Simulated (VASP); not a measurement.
NaI, 2 atoms in the cell. Symmetry: I4/mmm, No. 139, tetragonal system. Conventional cell: a = 4.440 Å, b = 4.440 Å, c = 6.570 Å, α = 90.00°, β = 90.00°, γ = 90.00°. Within 4.1 Å of Na (site symmetry 4/mmm) lie 6 I at 3.14 to 3.28 Å. I (site symmetry 4/mmm) has 6 Na at 3.14 to 3.28 Å within 4.1 Å.  This cell differs from its parent crystal: strain -0.030 along x and y, +0.015 along z.

```yaml
Program: VASP 6.6.1
Task: single point
Functional: PBEsol
Potentials_or_basis: VASP PAW PBE potentials, release 64 (Na_pv, I)
Cutoff: 520 eV
k_mesh: 6 × 6 × 6
Occupations: gaussian, width 0.05 eV
Spin: no spin polarisation
Dipole_correction: no
Further_INCAR_settings: ALGO = Normal; EDIFF = 1e-06; NBANDS = 14
```

Potentials or basis: VASP PAW PBE potentials, release 64 (Na_pv, I).

Command:

```sh
$ cat potpaw_PBE.64/Na_pv/POTCAR potpaw_PBE.64/I/POTCAR > POTCAR
$ mpirun -np 1 vasp_std > vasp.out
```

Hardware: 1 thread of Intel Xeon 6975P-C, with other jobs on the host.

Task: Estimate the wall time of this run.

Result: Wall time 33 s on 1 thread of Intel Xeon 6975P-C, with other jobs on the host, peak memory 0.21 GiB. Counts: scf iterations 11, k points 30.
